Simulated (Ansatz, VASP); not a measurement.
K: VASP beside Ansatz

```xyz
1
Lattice="-2.6480 2.6480 2.6480 2.6480 -2.6480 2.6480 2.6480 2.6480 -2.6480" Properties=species:S:1:pos:R:3 pbc="T T T"
K     0.0000    0.0000    0.0000
```

Alike in both runs: functional PBE; k mesh 12 × 12 × 12; occupations fermi-dirac, width 0.15 eV; no spin polarisation.

Ansatz relaxed the structure, and its values are those at the end. VASP's run is a single point on that final structure, the one shown.

|  | VASP | Ansatz |
| --- | --- | --- |
| version | VASP 6.6.1 | Ansatz 0.2.0 |
| potentials or method | VASP PAW PBE potentials, release 64 (K_sv), cutoff 520 eV | scalar-relativistic, plane waves, PAW |
| valence electrons in the cell | 9 | 9 |

|  | VASP | Ansatz | Ansatz less VASP |
| --- | --- | --- | --- |
| gap on the k mesh at the Fermi level (eV) | none | none | - |
| pressure (GPa) | 0.0 | 0.0 | +0.01 |

A gap of «none» marks a metal or a gap that the smearing closes. The functional is the same, so the differences come from potentials, cutoffs and numerics.
